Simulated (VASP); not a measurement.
# BaO (Fm-3m) in VASP: a series of runs

The runs below take BaO through single point, with r2SCAN.

Everything below comes from runs of VASP 6.6.1. Logs are shortened: lines on timing, memory, paths and dates and some standing lists are left out, and cuts for length are marked.

## (1) The cell of the first run

The structure is cubic, space group Fm-3m (No. 225). The conventional cell has a = 5.544 Å, b = 5.544 Å, c = 5.544 Å, α = 90.00°, β = 90.00°, γ = 90.00°. Within 3.7 Å of Ba (site symmetry m-3m) lie 6 O at 2.77 Å. Within 3.7 Å of O (site symmetry m-3m) lie 6 Ba at 2.77 Å.

## (2) Single point, r2SCAN

Contents of POSCAR:

```
BaO
1.0
    0.0000000000      2.7719946919      2.7719946919
    2.7719946919      0.0000000000      2.7719946919
    2.7719946919      2.7719946919      0.0000000000
Ba O
1 1
Direct
    0.5000000000      0.5000000000      0.5000000000
    0.0000000000      0.0000000000      0.0000000000
```

Contents of INCAR.step1:

```
SYSTEM = BaO
  PREC = Accurate
  ENCUT = 660
  ISMEAR = 0
  SIGMA = 0.05
  LREAL = .False.
  LASPH = .True.
  NELM = 120
  NBANDS = 15
  GGA = PE
  ALGO = Normal
  EDIFF = 1E-5
  LWAVE = .True.
  LCHARG = .False.
  GGA_COMPAT = .False.
```

Contents of INCAR.step2:

```
SYSTEM = BaO
  PREC = Accurate
  ENCUT = 660
  EDIFF = 1E-6
  ISMEAR = 0
  SIGMA = 0.05
  LREAL = .False.
  LASPH = .True.
  NELM = 120
  ALGO = Normal
  ISIF = 2
  LWAVE = .False.
  LCHARG = .False.
  METAGGA = R2SCAN
  LMIXTAU = .True.
  NBANDS = 15
  ISTART = 1
  GGA_COMPAT = .False.
```

Contents of KPOINTS:

```
regular mesh
0
Gamma
  8 8 8
  0 0 0
```

Potentials or basis: VASP PAW PBE potentials, release 64 (Ba_sv, O).

Command:

```sh
cat potpaw_PBE.64/Ba_sv/POTCAR potpaw_PBE.64/O/POTCAR > POTCAR
cp INCAR.step1 INCAR
mpirun -np 1 vasp_std > vasp.out
cp INCAR.step2 INCAR
mpirun -np 1 vasp_std > vasp.out
```

OUTCAR:

```text
SYSTEM = BaO
   PREC = Accurate
   ENCUT = 660
   EDIFF = 1E-6
   ISMEAR = 0
   LREAL = .False.
   LASPH = .True.
   NELM = 120
   ISIF = 2
   METAGGA = R2SCAN
   ISTART = 1

 ion  position               nearest neighbor table
   1  0.500  0.500  0.500-   2 2.77   2 2.77   2 2.77   2 2.77   2 2.77   2 2.77
   2  0.000  0.000  0.000-   1 2.77   1 2.77   1 2.77   1 2.77   1 2.77   1 2.77

  LATTYP: Found a face centered cubic cell.
 ALAT       =     5.5439893838

  Lattice vectors:

 A1 = (   0.0000000000,   2.7719946919,   2.7719946919)
 A2 = (   2.7719946919,   0.0000000000,   2.7719946919)
 A3 = (   2.7719946919,   2.7719946919,   0.0000000000)

Analysis of symmetry for initial positions (statically):
=====================================================================
 Subroutine PRICEL returns:
 Original cell was already a primitive cell.

 Routine SETGRP: Setting up the symmetry group for a
 face centered cubic supercell.

 Subroutine GETGRP returns: Found 48 space group operations
 (whereof 48 operations were pure point group operations)
 out of a pool of 48 trial point group operations.

The static configuration has the point symmetry O_h .

Analysis of symmetry for dynamics (positions and initial velocities):
=====================================================================
 Subroutine PRICEL returns:
 Original cell was already a primitive cell.

 Routine SETGRP: Setting up the symmetry group for a
 face centered cubic supercell.

 Subroutine GETGRP returns: Found 48 space group operations
 (whereof 48 operations were pure point group operations)
 out of a pool of 48 trial point group operations.

The dynamic configuration has the point symmetry O_h .

 Subroutine INISYM returns: Found 48 space group operations
 (whereof 48 operations are pure point group operations),
 and found     1 'primitive' translations

----------------------------------------------------------------------------------------

                                     Primitive cell

  volume of cell :      42.5998

  direct lattice vectors                    reciprocal lattice vectors
     0.000000000  2.771994692  2.771994692    -0.180375526  0.180375526  0.180375526
     2.771994692  0.000000000  2.771994692     0.180375526 -0.180375526  0.180375526
     2.771994692  2.771994692  0.000000000     0.180375526  0.180375526 -0.180375526

  length of vectors
     3.920192488  3.920192488  3.920192488     0.312419575  0.312419575  0.312419575

[... 85 lines left out ...]
   NFREE  =      0    steps in history (QN), initial steepest desc. (CG)
   ISIF   =      2    stress and relaxation
   ISYM   =      2    0-nonsym 1-usesym 2-fastsym
   POTIM  = 0.5000    time-step for ionic-motion
   TEBEG  =    0.0;   TEEND  =   0.0 temperature during run
   PSTRESS=    0.0 pullay stress
   NELECT =      16.0000    total number of electrons
   NUPDOWN=      -1.0000    fix difference up-down
   EMIN   =  10.00;   EMAX   =-10.00  energy-range for DOS
   EFERMI =   0.00;   METHOD = LEGACY
   ISMEAR =     0;   SIGMA  =   0.05  broadening in eV -4-tet -1-fermi 0-gaus
   EFERMI_NEDOS =   21; number of points for ismear=-14 and -15
   IALGO  =     38    algorithm
   IMIX   =      4    mixing-type and parameters
     AMIX     =   0.40;   BMIX     =  1.00
     AMIX_MAG =   1.60;   BMIX_MAG =  1.00
  volume/ion in A,a.u.               =      21.30       143.74
  Fermi-wavevector in a.u.,A,eV,Ry     =   1.181170  2.232088 18.982341  1.395163
  Thomas-Fermi vector in A             =   2.317449
   LORBIT       =      0    0 simple, 1 ext, 2 COOP (PROOUT), +10 PAW based schemes
   METAGGA = R2SCAN    functional components
   LHFCALC =     F    Hartree Fock is set to
   AEXX    =    0.0000 exact exchange contribution
   IVDW    =     0    specifies the selected vdW correction
   LEPSILON=     F    determine dielectric tensor
   LRPA    =     F    only Hartree local field effects (RPA)
 non-spin polarized calculation
 Gauss-broadening in eV      SIGMA  =   0.05
  energy-cutoff  :      660.00
  volume of cell :       42.60
 maximum number of plane-waves:      1676
 NGX is ok and might be reduce to    36
   NGX = 17   NGY = 17   NGZ = 17

 number of electron      16.0000001 magnetization

 Free energy of the ion-electron system (eV)
  ---------------------------------------------------
  ext. energy  EPLUGINS =         0.00000000
  ---------------------------------------------------
  free energy    TOTEN  =       -37.82632082 eV

  energy without entropy =      -37.82632082  energy(sigma->0) =      -37.82632082

 E-fermi :   1.9698     XC(G=0): -10.1520

 val. band max:        1.6308880178   @ k =   0.5000   0.5000   0.0000
 cond. band min:       3.9491252955   @ k =   0.5000   0.5000   0.0000
 fundamental gap:      2.3182372777
 Fermi energy:         1.9697571431

 k-point     1 :       0.0000    0.0000    0.0000
  band No.  band energies     occupation
      1     -25.0445      2.00000
      2     -14.3443      2.00000
      3      -9.1306      2.00000
      4      -9.1306      2.00000
      5      -9.1306      2.00000
      6       1.2659      2.00000
      7       1.2659      2.00000
      8       1.2659      2.00000
      9       5.7475      0.00000
     10       6.7564      0.00000
     11       6.7564      0.00000
     12       6.7564      0.00000
     13       9.1917      0.00000
     14       9.1917      0.00000
[... 401 lines left out ...]
      2     -14.8809      2.00000
      3      -9.7715      2.00000
      4      -9.7456      2.00000
      5      -9.2524      2.00000
      6       0.1023      2.00000
      7       0.7021      2.00000
      8       0.7634      2.00000
      9       6.8723      0.00000
     10       7.5071      0.00000
     11       9.9988      0.00000
     12      10.0847      0.00000
     13      12.3568      0.00000
     14      14.0269      0.00000
     15      14.6565      0.00000

 [... further k-points ...]
[... 5 lines left out ...]
  --------------------------------------------------------------------------------------
  -------------------------------------------------------------------------------------
  Total        0.4183875      0.4183875      0.4183875     -0.0000000      0.0000000     -0.0000000
  in kB       15.7355561     15.7355561     15.7355561     -0.0000000      0.0000000     -0.0000000
  external PRESSURE =      15.7355561 kB  Pullay stress =       0.0000000 kB

 VOLUME and BASIS-vectors are now :
 -----------------------------------------------------------------------------
  energy-cutoff  :      660.00
  volume of cell :       42.60
      direct lattice vectors                 reciprocal lattice vectors
     0.000000000  2.771994692  2.771994692    -0.180375526  0.180375526  0.180375526
     2.771994692  0.000000000  2.771994692     0.180375526 -0.180375526  0.180375526
     2.771994692  2.771994692  0.000000000     0.180375526  0.180375526 -0.180375526

 POSITION                                       TOTAL-FORCE (eV/Angst)
 -----------------------------------------------------------------------------------
      2.77199      2.77199      2.77199         0.000000     -0.000000      0.000000
      0.00000      0.00000      0.00000        -0.000000      0.000000     -0.000000
 -----------------------------------------------------------------------------------
    total drift:                                0.000000      0.000000      0.000000

  FREE ENERGIE OF THE ION-ELECTRON SYSTEM (eV)
  ---------------------------------------------------
  free  energy   TOTEN  =       -37.8263208181 eV

  energy  without entropy=      -37.8263208181  energy(sigma->0) =      -37.82632082
```

Wall time 56 s (1 thread of Intel Xeon 6975P-C (Granite Rapids), shared host); peak memory 0.22 GiB.

Results:

```
Free energy            : -37.8263 eV
Pressure               : 1.6 GPa
Band gap on the k mesh : 2.32 eV, direct
```

Caveat: the PAW data sets were made with another functional, which shifts forces and pressure a little; spin-orbit coupling is left out, which moves the levels of the heavy elements. A k mesh can miss the band edges.

## (3) Single point, r2SCAN

POSCAR is that of step 2.

Changes to INCAR.step1 since step 2:

```diff
@@ -3,4 +3,4 @@
   ENCUT = 660
-  ISMEAR = 0
-  SIGMA = 0.05
+  ISMEAR = -4
+  SIGMA = 0.1
   LREAL = .False.
```

Contents of INCAR.step2:

```
SYSTEM = BaO
  PREC = Accurate
  ENCUT = 660
  EDIFF = 1E-6
  ISMEAR = -4
  SIGMA = 0.1
  LREAL = .False.
  LASPH = .True.
  NELM = 120
  ALGO = Normal
  ISIF = 2
  LWAVE = .False.
  LCHARG = .True.
  METAGGA = R2SCAN
  LMIXTAU = .True.
  LELF = .True.
  LVHAR = .True.
  NBANDS = 15
  ISTART = 1
  GGA_COMPAT = .False.
```

Contents of KPOINTS:

```
Automatic mesh
0
Gamma
  8 8 8
  0 0 0
```

Potentials or basis: VASP PAW PBE potentials, release 64 (Ba_sv, O).

Command:

```sh
cat potpaw_PBE.64/Ba_sv/POTCAR potpaw_PBE.64/O/POTCAR > POTCAR
cp INCAR.step1 INCAR
mpirun -np 1 vasp_std > vasp.out
cp INCAR.step2 INCAR
mpirun -np 1 vasp_std > vasp.out
```

Wall time 58 s (1 thread of Intel Xeon 6975P-C (Granite Rapids), shared host); peak memory 0.23 GiB.

Results (log left out):

```yaml
Free_energy: -37.8263 eV
Pressure: 1.6 GPa
Band_gap_on_the_k_mesh: 2.32 eV, direct
```

Levels at points of the mesh, in eV from the valence-band top:
```csv
k point,band 5,band 6,band 7,band 8,band 9,band 10,band 11,band 12
"(0.00, 0.00, 0.00)",-10.76,-0.36,-0.36,-0.36,4.12,5.13,5.13,5.13
"(0.50, 0.00, 0.00)",-10.88,-1.96,-1.49,-1.49,5.32,7.65,7.65,8.69
"(0.50, 0.50, 0.00)",-11.34,-0.17,-0.17,0.00,2.32,6.56,9.54,9.96
```

Caveat: the PAW data sets were made with another functional, which shifts forces and pressure a little; spin-orbit coupling is left out, which moves the levels of the heavy elements. r2SCAN opens gaps a little over a GGA but as a rule still falls short of measured ones.

(Part 1 of 2 ends here.)
